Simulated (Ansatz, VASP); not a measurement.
**TeAs2: VASP beside Ansatz**

```
CELL_PARAMETERS angstrom
-3.55645 3.55645 2.94052
3.55645 -3.55645 2.94052
3.55645 3.55645 -2.94052
ATOMIC_POSITIONS crystal
Te 0.75000 0.25000 0.50000
Te 0.00000 0.00000 0.00000
As 0.37500 0.62500 0.25000
As 0.37500 0.12500 0.75000
As 0.37500 0.62500 0.75000
As 0.87500 0.62500 0.25000
```

Alike in both runs: task relaxation of cell and atoms; functional LDA; k mesh 8 × 8 × 8; occupations gaussian, width 0.1 eV; no spin polarisation.

|  | VASP | Ansatz |
| --- | --- | --- |
| version | VASP 6.6.1 | Ansatz 0.2.0 |
| potentials or method | VASP PAW LDA potentials, release 64 (Te, As), cutoff 600 eV | scalar-relativistic, plane waves, PAW |
| valence electrons in the cell | 32 | 92 |

```tsv
	VASP	Ansatz	Ansatz less VASP
gap on the k mesh at the Fermi level, each at its own relaxed structure (eV)	none	none	-
relaxed volume (Å³/atom)	22.90	22.85	-0.051
relaxed cell length with the largest relative difference (Å)	5.669	5.665	-0.0039
```

LDA's correlation is that of Perdew and Zunger in VASP and of Perdew and Wang (1992) in Ansatz. A gap of «none» marks a metal or a gap that the smearing closes. VASP's potentials hold 32 valence electrons a cell and Ansatz's 92, so a difference there can come from the potentials and not from the codes.

Spin-orbit coupling is off throughout.
